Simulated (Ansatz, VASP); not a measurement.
**Ni in VASP and in Ansatz**

Contents of INCAR:

```
AGGAC = 1.0
AGGAX = 1.0
ALDAC = 0.0
ALDAX = 1.0
ALGO = Normal
EDIFF = 1E-6
ENCUT = 520
GGA = B5
ISIF = 2
ISMEAR = -1
ISPIN = 2
LASPH = True
LCHARG = False
LMAXMIX = 4
LORBIT = 11
LREAL = False
LWAVE = False
MAGMOM = 0.825 0.825
NBANDS = 21
NELM = 150
PREC = Accurate
SIGMA = 0.05
```

KPOINTS

```
k-points
0
Gamma
  17 17 17
```

The input POSCAR:

```
Ni
1.0
    0.0000000000      2.5949043474      2.5949043474
    2.5949043474      0.0000000000      2.5949043474
    2.5949043474      2.5949043474      0.0000000000
Ni
2
Direct
    0.1250000000      0.1250000000      0.1250000000
    0.8750000000      0.8750000000      0.8750000000
```

Input for Ansatz:

```yaml
crystal:
  lattice:
    - [0.0, 2.5949043474, 2.5949043474]
    - [2.5949043474, 0.0, 2.5949043474]
    - [2.5949043474, 2.5949043474, 0.0]
  atoms:
    - { symbol: Ni, position: [0.125, 0.125, 0.125], spin: 0.825 }
    - { symbol: Ni, position: [0.875, 0.875, 0.875], spin: 0.825 }
hamiltonian:
  xc: blyp
  pseudopotentials:
    kind: paw
    azcp:
      Ni: "pseudopotentials/Ni.paw.azcp"
basis:
  ecutwfc: 420
  fft_grid_basis: typed
kpoints:
  mp_grid: { grid: [17, 17, 17], shift: [0, 0, 0] }
magnetization:
  spin_polarized: true
scf:
  occupations: { method: fermi_dirac, width: 0.05 }
```

Alike in both runs: task single point; functional BLYP; k mesh 17 × 17 × 17; occupations fermi-dirac, width 0.05 eV; collinear spin.

```csv
,VASP,Ansatz
version,VASP 6.6.1,Ansatz 0.2.0
potentials or method,"VASP PAW PBE potentials, release 64 (Ni), cutoff 520 eV","plane waves (420 eV) with PAW, scalar-relativistic"
valence electrons in the cell,20,36
```

```tsv
	VASP	Ansatz	Ansatz less VASP
net moment per atom (μB)	0.78	0.79	+0.014
size of the moment on the site where the two differ most (μB)	0.78	0.82	+0.043
```

VASP's potentials were made for PBE, not for BLYP. Site moments also hang on the region over which each program counts them. VASP's potentials hold 20 valence electrons a cell and Ansatz's 36, so a difference there can come from the potentials and not from the codes.
